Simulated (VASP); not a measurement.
Write the native input for VASP 6.6.1 that does the following.

```
Task                   : relaxation of cell and atoms
Functional             : PBE
Potentials or basis    : VASP PAW PBE potentials, release 64 (Zn, Se, S)
Cutoff                 : 600 eV
k mesh                 : 6 × 6 × 6
Occupations            : gaussian, width 0.1 eV
Spin                   : no spin polarisation
Dipole correction      : no
Further INCAR settings : ALGO = Normal; EDIFF = 1e-06; IBRION = 2; EDIFFG = -0.04; NSW = 90; ISIF = 3
```

The structure of Zn3SeS2 lies in POSCAR:

```
Zn3SeS2
1.0
   -1.9164385600      1.9164385600      8.1307602300
    1.9164385600     -1.9164385600      8.1307602300
    1.9164385600      1.9164385600     -8.1307602300
Zn Se S
3 1 2
Direct
    0.5833333300      0.0833333300      0.5000000000
    0.2500000000      0.7500000000      0.5000000000
    0.9166666700      0.4166666700      0.5000000000
    0.5000000000      0.5000000000      0.0000000000
    0.8333333300      0.8333333300      0.0000000000
    0.1666666700      0.1666666700      0.0000000000
```

One way to write it, as run:

INCAR

```
SYSTEM = Zn3SeS2
PREC = Accurate
ENCUT = 600
EDIFF = 1E-6
ISMEAR = 0
SIGMA = 0.1
LREAL = .False.
LASPH = .True.
NELM = 100
ALGO = Normal
ISIF = 3
LWAVE = .False.
LCHARG = .False.
GGA = PE
IBRION = 2
NSW = 90
EDIFFG = -0.04
```

KPOINTS

```
regular mesh
0
Gamma
  6 6 6
  0 0 0
```

Potentials or basis: VASP PAW PBE potentials, release 64 (Zn, Se, S).

Command:

```bash
$ cat potpaw_PBE.64/Zn/POTCAR potpaw_PBE.64/Se/POTCAR potpaw_PBE.64/S/POTCAR > POTCAR
$ mpirun -np 1 vasp_std > vasp.out
```

It gave:

- Relaxed volume: 21.34 Å³/atom
- Relaxed cell: a = 8.766 Å, b = 8.766 Å, c = 8.766 Å, α = 154.14°, β = 154.14°, γ = 36.90°
- Space group after relaxing (to 0.05 Å): I-4m2 (No. 119)
- Energy gained by relaxing: 36.8 meV/atom
- Ionic steps: 7
- Pressure after relaxing: -0.1 GPa
- Largest force after relaxing: 0.020 eV/Å
- Band gap on the k mesh: 1.61 eV, direct

Run time: 29 min on 1 thread of Intel(R) Xeon(R) 6975P-C (Granite Rapids) (shared host), peak memory 0.84 GiB.
